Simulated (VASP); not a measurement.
# Cr (P6_3/mmc) in VASP: notebook, part 2 of 2

VASP 6.6.1. Earlier steps stand in the parts before.

### 6 Single point, PBE, collinear spin, ferromagnetic start (11.92 Å³/atom)

The input, INCAR:

```
PREC = Accurate
ENCUT = 500
EDIFF = 1E-6
ISMEAR = -1
SIGMA = 0.05
LREAL = False
LASPH = True
NELM = 200
ALGO = Normal
ISIF = 2
LWAVE = False
LCHARG = True
ISPIN = 2
MAGMOM = 1.5 1.5
LORBIT = 11
LMAXMIX = 4
GGA = PE
LELF = True
LVHAR = True
NBANDS = 23
GGA_COMPAT = False
```

The input, KPOINTS:

```
Automatic mesh
0
Gamma
  16 16 8
```

The input, POSCAR:

```
Cr
1.0
    2.4857383055      0.0000000000      0.0000000000
   -1.2428691527      2.1527125197      0.0000000000
    0.0000000000      0.0000000000      4.4539826224
Cr
2
Direct
    0.3333333333      0.6666666667      0.2500000000
    0.6666666667      0.3333333333      0.7500000000
```

Potentials or basis: VASP PAW PBE potentials, release 64 (Cr_pv).

Started as:

```console
cat potpaw_PBE.64/Cr_pv/POTCAR > POTCAR
mpirun -np 1 vasp_std > vasp.out
```

OUTCAR:

```text
PREC = Accurate
   ENCUT = 500
   EDIFF = 1E-6
   ISMEAR = -1
   LREAL = False
   LASPH = True
   NELM = 200
   ISIF = 2
   ISPIN = 2
   LORBIT = 11
   GGA = PE

 ion  position               nearest neighbor table
   1  0.333  0.667  0.250-   2 2.65   2 2.65   2 2.65   2 2.65   2 2.65   2 2.65
   2  0.667  0.333  0.750-   1 2.65   1 2.65   1 2.65   1 2.65   1 2.65   1 2.65

  LATTYP: Found a hexagonal cell.
 ALAT       =     2.4857383055
 C/A-ratio  =     1.7918147749

  Lattice vectors:

[... 1465 lines left out ...]
  external PRESSURE =      -5.2248124 kB  Pullay stress =       0.0000000 kB

 VOLUME and BASIS-vectors are now :
 -----------------------------------------------------------------------------
  energy-cutoff  :      500.00
  volume of cell :       23.83
      direct lattice vectors                 reciprocal lattice vectors
     2.485738305  0.000000000  0.000000000     0.402294963  0.232265105  0.000000000
    -1.242869153  2.152712520  0.000000000     0.000000000  0.464530211  0.000000000
     0.000000000  0.000000000  4.453982622     0.000000000  0.000000000  0.224518164

 POSITION                                       TOTAL-FORCE (eV/Angst)
 -----------------------------------------------------------------------------------
     -0.00000      1.43514      1.11350        -0.000000     -0.000000      0.000000
      1.24287      0.71757      3.34049         0.000000      0.000000      0.000000
 -----------------------------------------------------------------------------------
    total drift:                               -0.000000      0.000000     -0.000000

  FREE ENERGIE OF THE ION-ELECTRON SYSTEM (eV)
  ---------------------------------------------------
  free  energy   TOTEN  =       -18.2344270943 eV

  energy  without entropy=      -18.2063632209  energy(sigma->0) =      -18.22039516

 total charge

# of ion       s       p       d       tot
------------------------------------------
    1        0.441   6.371   4.210  11.022
    2        0.441   6.371   4.210  11.022
--------------------------------------------------
tot          0.882  12.742   8.420  22.045

 magnetization (x)

# of ion       s       p       d       tot
------------------------------------------
    1        0.000   0.000   0.000   0.000
    2        0.000   0.000   0.000   0.000
--------------------------------------------------
tot          0.000   0.000   0.000   0.000
```

OSZICAR:

```text
N       E                     dE             d eps       ncg     rms          rms(c)
DAV:   1     0.237936673539E+03    0.23794E+03   -0.13268E+04 13864   0.125E+03
DAV:   2    -0.128774720352E+02   -0.25081E+03   -0.24202E+03 14080   0.375E+02
DAV:   3    -0.207203408797E+02   -0.78429E+01   -0.77862E+01 17475   0.774E+01
DAV:   4    -0.207901848123E+02   -0.69844E-01   -0.69760E-01 14633   0.742E+00
DAV:   5    -0.207910812259E+02   -0.89641E-03   -0.89638E-03 14696   0.797E-01    0.187E+01
DAV:   6    -0.181826706402E+02    0.26084E+01   -0.97935E+00 15599   0.354E+01    0.389E+00
DAV:   7    -0.182390246386E+02   -0.56354E-01   -0.25981E-01 14703   0.457E+00    0.240E+00
DAV:   8    -0.182381800489E+02    0.84459E-03   -0.49089E-03 15557   0.673E-01    0.107E+00
DAV:   9    -0.182340268423E+02    0.41532E-02   -0.45063E-03 15039   0.603E-01    0.228E-01
DAV:  10    -0.182343857979E+02   -0.35896E-03   -0.13906E-03 14710   0.308E-01    0.935E-02
DAV:  11    -0.182344282815E+02   -0.42484E-04   -0.54399E-05 15676   0.716E-02    0.290E-02
DAV:  12    -0.182344321686E+02   -0.38870E-05   -0.83946E-06 15039   0.258E-02    0.125E-02
DAV:  13    -0.182344282874E+02    0.38812E-05   -0.17979E-06 13555   0.107E-02    0.577E-03
DAV:  14    -0.182344270914E+02    0.11960E-05   -0.27276E-07  7159   0.490E-03    0.155E-03
DAV:  15    -0.182344270943E+02   -0.29204E-08   -0.38847E-08  7040   0.192E-03
   1 F= -.18234427E+02 E0= -.18220395E+02  d E =-.280639E-01  mag=     0.0003
```

stdout:

```text
POSCAR found type information on POSCAR Cr
 POSCAR found :  1 types and       2 ions
 scaLAPACK will be used
 LDA part: xc-table for (Slater+PW92), standard interpolation
 POSCAR, INCAR and KPOINTS ok, starting setup
 FFT: planning ... GRIDC
 FFT: planning ... GRID_SOFT
 FFT: planning ... GRID
 WAVECAR not read
 entering main loop
```

It took 81 s on 1 thread of Oxide Virtual Turin-like, shared host; peak memory 0.18 GiB.

What came out:

```
Free energy                                           : -18.2344 eV
Pressure                                              : -0.5 GPa
Band gap on the k mesh                                : zero (filled and empty bands overlap)
Net moment                                            : 0.00 μB per cell
Valence electrons inside the program's atomic spheres : Cr 11.02
```

Caveat: an empty level that is flat over the whole mesh can mark a ghost state of the potentials, or a narrow d or f band; the moments typed at the start vanished in this run.

### 7 Single point, PBE, collinear spin, ferromagnetic start (12.39 Å³/atom)

This run uses another cell than the first one, of 12.39 Å³/atom.

The input, INCAR:

```
SYSTEM = Cr
PREC = Accurate
ENCUT = 500
EDIFF = 1E-6
ISMEAR = -1
SIGMA = 0.05
LREAL = .FALSE.
LASPH = .TRUE.
NELM = 200
ALGO = Normal
ISIF = 2
LWAVE = .FALSE.
LCHARG = .TRUE.
ISPIN = 2
MAGMOM = 1.5 1.5
LORBIT = 11
LMAXMIX = 4
GGA = PE
LELF = .TRUE.
LVHAR = .TRUE.
NBANDS = 23
GGA_COMPAT = .FALSE.
```

The input, KPOINTS:

```
Automatic mesh
0
G
  16 16 8
  0 0 0
```

The input, POSCAR:

```
Cr
1.0
    2.5184491396      0.0000000000      0.0000000000
   -1.2592245698      2.1810409330      0.0000000000
    0.0000000000      0.0000000000      4.5125943784
Cr
2
Direct
    0.3333333333      0.6666666667      0.2500000000
    0.6666666667      0.3333333333      0.7500000000
```

Started as:

```console
cat potpaw_PBE.64/Cr_pv/POTCAR > POTCAR
mpirun -np 1 vasp_std > vasp.out
```

Wall time 95 s (1 thread of Oxide Virtual Turin-like, shared host); peak memory 0.19 GiB.

It converged, with:

```yaml
Free_energy: -18.2064 eV
Pressure: -9.0 GPa
Band_gap_on_the_k_mesh: zero (filled and empty bands overlap)
Net_moment: 0.00 μB per cell
Valence_electrons_inside_the_program's_atomic_spheres: Cr 10.94
```

Stress tensor (GPa, compression positive):
```
-9.32  0.00  0.00
 0.00 -9.32  0.00
 0.00  0.00 -8.32
```

Levels at points of the mesh, in eV from the Fermi level:
Spin up:
```
           k point  band 8  band 9  band 10  band 11  band 12  band 13  band 14  band 15  band 16  band 17
(0.00, 0.00, 0.00)   -3.92   -1.15    -0.32    -0.32    -0.30    -0.01    -0.01     1.02     1.02     2.06
(0.50, 0.00, 0.00)   -3.32   -3.19    -0.89    -0.60    -0.28    -0.12     2.16     2.67     2.78     3.87
(0.00, 0.00, 0.50)   -5.54   -1.53    -1.53    -0.30    -0.30    -0.30    -0.30     1.69     1.69     1.69
(0.50, 0.00, 0.50)   -3.72   -2.33    -2.33     0.90     0.90     1.20     1.20     2.73     2.73     3.26
```
Spin down:
| k point | band 8 | band 9 | band 10 | band 11 | band 12 | band 13 | band 14 | band 15 | band 16 | band 17 |
| --- | --- | --- | --- | --- | --- | --- | --- | --- | --- | --- |
| (0.00, 0.00, 0.00) | -3.92 | -1.15 | -0.32 | -0.32 | -0.29 | -0.01 | -0.01 | 1.02 | 1.02 | 2.06 |
| (0.50, 0.00, 0.00) | -3.32 | -3.19 | -0.88 | -0.59 | -0.28 | -0.12 | 2.16 | 2.67 | 2.78 | 3.87 |
| (0.00, 0.00, 0.50) | -5.54 | -1.53 | -1.53 | -0.30 | -0.30 | -0.30 | -0.30 | 1.69 | 1.69 | 1.69 |
| (0.50, 0.00, 0.50) | -3.72 | -2.33 | -2.33 | 0.90 | 0.90 | 1.20 | 1.20 | 2.73 | 2.73 | 3.26 |

Caveat: the cell stands under tension; an empty level that is flat over the whole mesh can mark a ghost state of the potentials, or a narrow d or f band; the moments typed at the start vanished in this run.
